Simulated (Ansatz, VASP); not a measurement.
# One calculation of Sb2Se3, two programs

```
Sb Se
1.0
     2.01318    1.16231    9.66382
    -2.01318    1.16231    9.66382
     0.00000   -2.32463    9.66382
Sb Se
2 3
Direct
  0.39801 0.39801 0.39801
  0.60199 0.60199 0.60199
  0.21528 0.21528 0.21528
  0.78472 0.78472 0.78472
  0.00000 0.00000 0.00000
```

Alike in both runs: task single point; functional PBE; k mesh 8 × 8 × 8; occupations fermi-dirac, width 0.02 eV; no spin polarisation.

```csv
,VASP,Ansatz
version,VASP 6.6.1,Ansatz 0.2.0
potentials or method,"VASP PAW PBE potentials, release 64 (Sb, Se)","plane waves, PAW"
plane-wave cutoff (eV),520,420
valence electrons in the cell,28,78
```

```tsv
	VASP	Ansatz	Ansatz less VASP
pressure (GPa)	2.1	2.1	+0.03
traceless stress, the component that is largest in VASP (GPa)	-0.11	-0.11	-0.001
rms of the force components (eV/Å)	0.077	0.067	-0.0096
```

Atom by atom the forces differ by 0.012 eV/Å (rms over components). VASP's potentials hold 28 valence electrons a cell and Ansatz's 78, so a difference there can come from the potentials and not from the codes.

Spin-orbit coupling is off throughout.
